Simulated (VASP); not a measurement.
Here is a VASP 6.6.1 calculation.

INCAR

```
ALGO = Normal
EDIFF = 1E-6
ENCUT = 520
GGA = PE
ISIF = 2
ISMEAR = 0
LASPH = True
LCHARG = False
LREAL = Auto
LWAVE = False
NBANDS = 78
NELM = 80
PREC = Accurate
SIGMA = 0.1
```

KPOINTS

```
k-points
0
Gamma
  4 4 4
```

Contents of POSCAR:

```
C
1.0
   -4.9330325265     -4.2721314856      0.0000000000
    1.2332581316     -6.4081972285      0.0000000000
   -1.2332581316     -3.5601095714      8.5756686354
C
29
Direct
    0.8319952211      1.0999033746      0.7409927167
    0.9747741954      0.6711842485      0.7411202870
    0.5461662758      0.9568855589      0.7412761932
    0.6891551201      0.5283776283      0.7408987299
    0.2603706575      0.8141409469      0.7412568361
    0.4034011600      0.3854238137      0.7413079108
    0.1177062303      0.2428061381      0.7407094735
    0.4985941015      0.7663565606      0.7412329312
    0.6415622309      0.3378758939      0.7410247842
    0.2128120251      0.6235262757      0.7413672648
    0.3556668466      0.1950661301      0.7411033787
    0.9272468952      0.4808244245      0.7407950645
    0.0700358347      1.0523473939      0.7408432240
    0.7843144323      0.9093706520      0.7412196378
    0.9204365806     -0.0474745419      0.2690369810
    0.0575393633      0.5222673419      0.2886377850
    0.6257124029      0.8033361479      0.2943456781
    0.7713154836      0.3808114322      0.3023539167
    0.3455513589      0.6660595328      0.2805245984
    0.4903025584      0.2384321029      0.2703796169
    0.2019803242      0.0910153239      0.2858005719
    0.5794661876      0.6154524963      0.2965561180
    0.7313897343      0.2030307708      0.2719892873
    0.2991469779      0.4786673635      0.2750086437
    0.4359677443      0.0429064509      0.2869120887
    0.0070625143      0.3302367414      0.2952265424
    0.1580668988     -0.0956906159      0.2749875374
    0.8656394532      0.7576108721      0.2888488473
    0.7669569798      0.1935153505      0.1095161252
```

Potentials or basis: VASP PAW PBE potentials, release 64 (C).

Command:

```bash
$ cat potpaw_PBE.64/C/POTCAR > POTCAR
$ mpirun -np 1 vasp_std > vasp.out
```

**Question.** Predict the largest force.

**Answer.** 0.077 eV/Å.

**Question.** What does it give for the pressure?

**Answer.** 1.7 GPa.

Forces on the atoms (eV/Å):
```
C   -0.006 -0.006  0.001
C   -0.008  0.004  0.000
C    0.002  0.001  0.000
C    0.002  0.005 -0.002
C    0.001  0.002  0.000
C    0.001  0.001  0.000
C   -0.005  0.000  0.002
C   -0.001  0.007 -0.001
C    0.000 -0.007  0.000
C   -0.003 -0.003  0.000
C   -0.002  0.000  0.000
C    0.009 -0.004  0.001
C    0.008 -0.005  0.000
C    0.003  0.001  0.001
C   -0.004  0.003  0.004
C   -0.003  0.010 -0.004
C    0.000 -0.001  0.005
C   -0.003  0.011  0.009
C   -0.007  0.000  0.002
C    0.004  0.005  0.002
C    0.005 -0.003 -0.001
C    0.005  0.006  0.006
C   -0.004 -0.040  0.057
C   -0.003  0.002 -0.012
C   -0.004 -0.005  0.002
C    0.001  0.004  0.004
C    0.006 -0.001 -0.003
C    0.002 -0.001  0.000
C    0.003  0.015 -0.075
```
